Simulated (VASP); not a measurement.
# InSb (I-4m2) in VASP: notebook

The runs below take InSb through single point, with PBE.

All numbers are computed with VASP 6.6.1; they aren't measurements. Logs are shortened: lines on timing, memory, paths and dates and some standing lists are left out, and cuts for length are marked.

**1. The cell of the first run**

It takes space group I-4m2 (No. 119, tetragonal). Conventional cell: a = 4.316 Å, b = 4.316 Å, c = 6.900 Å, α = 90.00°, β = 90.00°, γ = 90.00°. Within 3.6 Å of In (site symmetry -4m2) lie 4 Sb at 2.76 Å. Within 3.6 Å of Sb (site symmetry -4m2) lie 4 In at 2.76 Å.

**2. Single point, PBE (strain -0.080 along x and y, +0.040 along z)**

INCAR reads:

```
SYSTEM = InSb
PREC     = Accurate       ! precision mode
ENCUT    = 520            ! plane-wave cutoff, eV
EDIFF    = 1E-6           ! SCF threshold, eV
ISMEAR   = 0              ! smearing method
SIGMA    = 0.15           ! smearing width, eV
LREAL    = .False.        ! projectors in reciprocal space
LASPH    = .True.         ! aspherical terms in the spheres
NELM     = 80             ! most SCF steps
ALGO     = Normal         ! electronic algorithm
ISIF     = 2              ! what is computed and relaxed
LWAVE    = .False.        ! write WAVECAR
LCHARG   = .True.         ! write CHGCAR
GGA      = PE             ! functional
LELF     = .True.         ! ELF
LVHAR    = .True.       
NBANDS   = 16             ! bands
```

KPOINTS reads:

```
Automatic mesh
0
Gamma
  16 16 16
  0 0 0
```

POSCAR reads:

```
InSb
1.0
    0.0000000000      3.0520309919      3.4501219908
    3.0520309919      0.0000000000      3.4501219908
    3.0520309919      3.0520309919      0.0000000000
In Sb
1 1
Direct
    0.0000000000      0.0000000000      0.0000000000
    0.7500000000      0.7500000000      0.7500000000
```

Potentials or basis: VASP PAW PBE potentials, release 64 (In_d, Sb).

Command:

```
$ cat potpaw_PBE.64/In_d/POTCAR potpaw_PBE.64/Sb/POTCAR > POTCAR
$ mpirun -np 1 vasp_std > vasp.out
```

OUTCAR:

```text
SYSTEM = InSb
   PREC = Accurate
   ENCUT = 520
   EDIFF = 1E-6
   ISMEAR = 0
   LREAL = .False.
   LASPH = .True.
   NELM = 80
   ISIF = 2
   GGA = PE

 ion  position               nearest neighbor table
   1  0.000  0.000  0.000-   2 2.76   2 2.76   2 2.76   2 2.76
   2  0.750  0.750  0.750-   1 2.76   1 2.76   1 2.76   1 2.76

  LATTYP: Found a body centered tetragonal cell.
 ALAT       =     4.3162236215
 C/A-ratio  =     1.5986762009

  Lattice vectors:

 A1 = (  -3.0520309919,   0.0000000000,   3.4501219908)
 A2 = (   3.0520309919,   0.0000000000,   3.4501219908)
 A3 = (   0.0000000000,   3.0520309919,  -3.4501219908)

Analysis of symmetry for initial positions (statically):
=====================================================================
 Subroutine PRICEL returns:
 Original cell was already a primitive cell.

 Routine SETGRP: Setting up the symmetry group for a
 body centered tetragonal supercell.

 Subroutine GETGRP returns: Found  8 space group operations
 (whereof  8 operations were pure point group operations)
 out of a pool of 16 trial point group operations.

The static configuration has the point symmetry D_2d.

Analysis of symmetry for dynamics (positions and initial velocities):
=====================================================================
 Subroutine PRICEL returns:
 Original cell was already a primitive cell.

 Routine SETGRP: Setting up the symmetry group for a
 body centered tetragonal supercell.

 Subroutine GETGRP returns: Found  8 space group operations
 (whereof  8 operations were pure point group operations)
 out of a pool of 16 trial point group operations.

The dynamic configuration has the point symmetry D_2d.

 Subroutine INISYM returns: Found  8 space group operations
 (whereof  8 operations are pure point group operations),
 and found     1 'primitive' translations

----------------------------------------------------------------------------------------

                                     Primitive cell

  volume of cell :      64.2750

  direct lattice vectors                    reciprocal lattice vectors
     0.000000000  3.052030992  3.450121991    -0.163825335  0.163825335  0.144922412
     3.052030992  0.000000000  3.450121991     0.163825335 -0.163825335  0.144922412
     3.052030992  3.052030992  0.000000000     0.163825335  0.163825335 -0.144922412

  length of vectors
     4.606325534  4.606325534  4.316223622     0.273276392  0.273276392  0.273276392

  position of ions in fractional coordinates (direct lattice)
     0.000000000  0.000000000  0.000000000
     0.750000000  0.750000000  0.750000000

  ion indices of the primitive-cell ions
   primitive index   ion index
                 1           1
                 2           2

----------------------------------------------------------------------------------------

 KPOINTS: Automatic mesh

Automatic generation of k-mesh.
 Grid dimensions read from file:
 generate k-points for:   16   16   16

 Generating k-lattice:

  Cartesian coordinates                     Fractional coordinates (reciprocal lattice)
    -0.010239083  0.010239083  0.009057651     0.062500000  0.000000000  0.000000000
     0.010239083 -0.010239083  0.009057651     0.000000000  0.062500000  0.000000000
     0.010239083  0.010239083 -0.009057651     0.000000000  0.000000000  0.062500000

  Length of vectors
     0.017079774  0.017079774  0.017079774

  Shift w.r.t. Gamma in fractional coordinates (k-lattice)
     0.000000000  0.000000000  0.000000000

 Subroutine IBZKPT returns following result:
 ===========================================

 Found    349 irreducible k-points:

 Following reciprocal coordinates:
            Coordinates               Weight
  0.000000  0.000000  0.000000      1.000000
  0.062500  0.000000  0.000000      8.000000
  0.125000  0.000000  0.000000      8.000000
  0.187500  0.000000  0.000000      8.000000
  0.250000  0.000000  0.000000      8.000000
  0.312500  0.000000  0.000000      8.000000
[... 16 lines left out ...]
 -0.125000  0.062500  0.000000      8.000000
 -0.062500  0.062500  0.000000      4.000000
 [... further k-points ...]
   k-points           NKPTS =    349   k-points in BZ     NKDIM =    349   number of bands    NBANDS=     16
   number of dos      NEDOS =    301   number of ions     NIONS =      2
   total plane-waves  NPLWV =  41472
   dimension x,y,z NGX =    36 NGY =   36 NGZ =   32
   dimension x,y,z NGXF=    72 NGYF=   72 NGZF=   64
   ions per type =               1   1
   NGX,Y,Z   is equivalent  to a cutoff of  12.99, 12.99, 12.33 a.u.
   NGXF,Y,Z  is equivalent  to a cutoff of  25.99, 25.99, 24.65 a.u.
 SYSTEM =  InSb
   PREC   = accura    normal or accurate (medium, high low for compatibility)
   ISTART =      0    job   : 0-new  1-cont  2-samecut
   ICHARG =      2    charge: 1-file 2-atom 10-const
   ISPIN  =      1    spin polarized calculation?
   LNONCOLLINEAR =      F non collinear calculations
   LSORBIT =      F    spin-orbit coupling
   LASPH  =      T    aspherical Exc in radial PAW
   ENCUT  =  520.0 eV  38.22 Ry    6.18 a.u.   8.56  8.56  8.03*2*pi/ulx,y,z
   NELM   =     80;   NELMIN=  2; NELMDL= -5     # of ELM steps
   EDIFF  = 0.1E-05   stopping-criterion for ELM
   LREAL  =      F    real-space projection
   EDIFFG = 0.1E-04   stopping-criterion for IOM
   NSW    =      0    number of steps for IOM
   IBRION =     -1    ionic relax: 0-MD 1-quasi-New 2-CG
   NFREE  =      0    steps in history (QN), initial steepest desc. (CG)
   ISIF   =      2    stress and relaxation
   ISYM   =      2    0-nonsym 1-usesym 2-fastsym
   POTIM  = 0.5000    time-step for ionic-motion
   TEBEG  =    0.0;   TEEND  =   0.0 temperature during run
   PSTRESS=    0.0 pullay stress
   NELECT =      18.0000    total number of electrons
   NUPDOWN=      -1.0000    fix difference up-down
   EMIN   =  10.00;   EMAX   =-10.00  energy-range for DOS
   EFERMI =   0.00;   METHOD = LEGACY
   ISMEAR =     0;   SIGMA  =   0.15  broadening in eV -4-tet -1-fermi 0-gaus
   EFERMI_NEDOS =   21; number of points for ismear=-14 and -15
   IALGO  =     38    algorithm
   IMIX   =      4    mixing-type and parameters
     AMIX     =   0.40;   BMIX     =  1.00
     AMIX_MAG =   1.60;   BMIX_MAG =  1.00
  volume/ion in A,a.u.               =      32.14       216.87
  Fermi-wavevector in a.u.,A,eV,Ry     =   1.071071  2.024031 15.608507  1.147193
  Thomas-Fermi vector in A             =   2.206800
   LORBIT       =      0    0 simple, 1 ext, 2 COOP (PROOUT), +10 PAW based schemes
   GGA     = PE    functional components
   LHFCALC =     F    Hartree Fock is set to
   AEXX    =    0.0000 exact exchange contribution
   IVDW    =     0    specifies the selected vdW correction
   LEPSILON=     F    determine dielectric tensor
   LRPA    =     F    only Hartree local field effects (RPA)
 non-spin polarized calculation
 Gauss-broadening in eV      SIGMA  =   0.15
  energy-cutoff  :      520.00
  volume of cell :       64.28
 maximum number of plane-waves:      1756
 NGX is ok and might be reduce to    36
   NGX = 17   NGY = 17   NGZ = 17

 number of electron      18.0000003 magnetization

 Free energy of the ion-electron system (eV)
  ---------------------------------------------------
  ext. energy  EPLUGINS =         0.00000000
  ---------------------------------------------------
  free energy    TOTEN  =        -6.74004276 eV

  energy without entropy =       -6.73970103  energy(sigma->0) =       -6.73987190

 E-fermi :   6.0430     XC(G=0):  -8.9452

 val. band max:        5.9659389227   @ k =   0.0000   0.0000   0.0000
 cond. band min:       6.1558386010   @ k =   0.5000   0.0000   0.0000
 fundamental gap:      0.1898996783
 Fermi energy:         6.0430200522

 k-point     1 :       0.0000    0.0000    0.0000
  band No.  band energies     occupation
      1      -9.0364      2.00000
      2      -9.0090      2.00000
      3      -9.0090      2.00000
      4      -8.9255      2.00000
      5      -8.9190      2.00000
      6      -5.3381      2.00000
[... 8 lines left out ...]
     15      12.9532      0.00000
     16      13.3724      0.00000

 k-point     2 :       0.0625    0.0000    0.0000
  band No.  band energies     occupation
      1      -9.0360      2.00000
      2      -9.0107      2.00000
      3      -9.0081      2.00000
      4      -8.9258      2.00000
      5      -8.9187      2.00000
      6      -5.2993      2.00000
[... 8 lines left out ...]
     15      12.6948      0.00000
     16      13.7927      0.00000

 k-point     3 :       0.1250    0.0000    0.0000
  band No.  band energies     occupation
      1      -9.0360      2.00000
      2      -9.0142      2.00000
      3      -9.0055      2.00000
      4      -8.9267      2.00000
      5      -8.9178      2.00000
      6      -5.1844      2.00000
[... 8 lines left out ...]
     15      12.6402      0.00000
     16      13.9436      0.00000

 k-point     4 :       0.1875    0.0000    0.0000
  band No.  band energies     occupation
      1      -9.0400      2.00000
      2      -9.0156      2.00000
      3      -9.0017      2.00000
      4      -8.9279      2.00000
      5      -8.9163      2.00000
      6      -4.9981      2.00000
[... 8 lines left out ...]
     15      13.0970      0.00000
     16      13.5439      0.00000
[... 324 lines left out ...]
 k-point    22 :      -0.1875    0.0625    0.0000
  band No.  band energies     occupation
      1      -9.0408      2.00000
      2      -9.0177      2.00000
      3      -9.0005      2.00000
      4      -8.9299      2.00000
      5      -8.9148      2.00000
      6      -4.8707      2.00000
[... 8 lines left out ...]
     15      13.0828      0.00000
     16      13.5607      0.00000

 k-point    23 :      -0.1250    0.0625    0.0000
  band No.  band energies     occupation
      1      -9.0303      2.00000
      2      -9.0225      2.00000
      3      -9.0043      2.00000
      4      -8.9284      2.00000
      5      -8.9167      2.00000
      6      -5.0831      2.00000
[... 8 lines left out ...]
     15      13.2788      0.00000
     16      13.3869      0.00000

 k-point    24 :      -0.0625    0.0625    0.0000
  band No.  band energies     occupation
      1      -9.0313      2.00000
      2      -9.0173      2.00000
      3      -9.0070      2.00000
      4      -8.9269      2.00000
      5      -8.9180      2.00000
      6      -5.2282      2.00000
[... 8 lines left out ...]
     15      13.1351      0.00000
     16      13.7574      0.00000

 [... further k-points ...]
[... 5 lines left out ...]
  --------------------------------------------------------------------------------------
  -------------------------------------------------------------------------------------
  Total        2.9710120      2.9710120      1.4013771      0.0000000     -0.0000000      0.0000000
  in kB       74.0581171     74.0581171     34.9319868      0.0000000     -0.0000000      0.0000000
  external PRESSURE =      61.0160736 kB  Pullay stress =       0.0000000 kB

 VOLUME and BASIS-vectors are now :
 -----------------------------------------------------------------------------
  energy-cutoff  :      520.00
  volume of cell :       64.28
      direct lattice vectors                 reciprocal lattice vectors
     0.000000000  3.052030992  3.450121991    -0.163825335  0.163825335  0.144922412
     3.052030992  0.000000000  3.450121991     0.163825335 -0.163825335  0.144922412
     3.052030992  3.052030992  0.000000000     0.163825335  0.163825335 -0.144922412

 POSITION                                       TOTAL-FORCE (eV/Angst)
 -----------------------------------------------------------------------------------
      0.00000      0.00000      0.00000         0.000000      0.000000     -0.000000
      4.57805      4.57805      5.17518        -0.000000     -0.000000      0.000000
 -----------------------------------------------------------------------------------
    total drift:                                0.000003      0.000003     -0.000002

  FREE ENERGIE OF THE ION-ELECTRON SYSTEM (eV)
  ---------------------------------------------------
  free  energy   TOTEN  =        -6.7400427641 eV

  energy  without entropy=       -6.7397010311  energy(sigma->0) =       -6.73987190
```

Run time: 1.9 min. Hardware: 1 thread of Intel Xeon 6975P-C (Granite Rapids), shared host; peak memory 0.49 GiB.

What came out:

- Free energy: -6.7400 eV
- Pressure: 6.1 GPa
- Band gap on the k mesh: zero (filled and empty bands touch)

Stress tensor (GPa, compression positive):
```
7.41 0.00 0.00
0.00 7.41 0.00
0.00 0.00 3.49
```

Caveat: the cell differs from its parent crystal (strain -0.080 along x and y, +0.040 along z); spin-orbit coupling is left out, which moves the levels of the heavy elements.

**3. Single point, PBE (strain -0.080 along x and y, +0.080 along z)**

INCAR reads:

```
SYSTEM = InSb
ALGO     = Normal         ! electronic algorithm
EDIFF    = 1E-7           ! SCF threshold, eV
ENCUT    = 520            ! plane-wave cutoff, eV
GGA      = PE             ! functional
ISIF     = 2              ! what is computed and relaxed
ISMEAR   = 0              ! smearing method
LASPH    = .True.         ! aspherical terms in the spheres
LCHARG   = .True.         ! write CHGCAR
LELF     = .True.         ! ELF
LREAL    = .False.        ! projectors in reciprocal space
LVHAR    = .True.       
LWAVE    = .False.        ! write WAVECAR
NBANDS   = 16             ! bands
NELM     = 100            ! most SCF steps
PREC     = Accurate       ! precision mode
SIGMA    = 0.15           ! smearing width, eV
```

KPOINTS reads:

```
k-points
0
Gamma
  16 16 16
  0 0 0
```

POSCAR reads:

```
InSb
1.0
    0.0000000000      3.0520309919      3.5828189905
    3.0520309919      0.0000000000      3.5828189905
    3.0520309919      3.0520309919      0.0000000000
In Sb
1 1
Direct
    0.0000000000      0.0000000000      0.0000000000
    0.7500000000      0.7500000000      0.7500000000
```

Potentials or basis: VASP PAW PBE potentials, release 64 (In_d, Sb).

Command:

```
$ cat potpaw_PBE.64/In_d/POTCAR potpaw_PBE.64/Sb/POTCAR > POTCAR
$ mpirun -np 1 vasp_std > vasp.out
```

Run time: 2.1 min. Hardware: 1 thread of Intel Xeon 6975P-C (Granite Rapids), shared host; peak memory 0.5 GiB.

It converged, with:

```yaml
Free_energy: -6.7679 eV
Pressure: 3.8 GPa
Band_gap_on_the_k_mesh: zero (band 9 reaches 5.62 eV, above the bottom of band 10 at 5.57 eV)
```

Stress tensor (GPa, compression positive):
```
5.56 0.00 0.00
0.00 5.56 0.00
0.00 0.00 0.16
```

Levels at points of the mesh, in eV from the Fermi level:
| k point | band 7 | band 8 | band 9 | band 10 | band 11 | band 12 |
| --- | --- | --- | --- | --- | --- | --- |
| (0.00, 0.00, 0.00) | -1.00 | -0.59 | 0.01 | 0.01 | 2.66 | 2.66 |
| (0.50, 0.00, 0.00) | -5.98 | -1.88 | -0.72 | -0.05 | 3.50 | 3.96 |
| (0.50, 0.50, 0.00) | -6.75 | -1.99 | -1.99 | 1.64 | 1.84 | 7.77 |
| (0.50, 0.00, 0.50) | -6.00 | -2.88 | -2.78 | 0.63 | 0.75 | 6.90 |

Caveat: the cell differs from its parent crystal (strain -0.080 along x and y, +0.080 along z); spin-orbit coupling is left out, which moves the levels of the heavy elements.
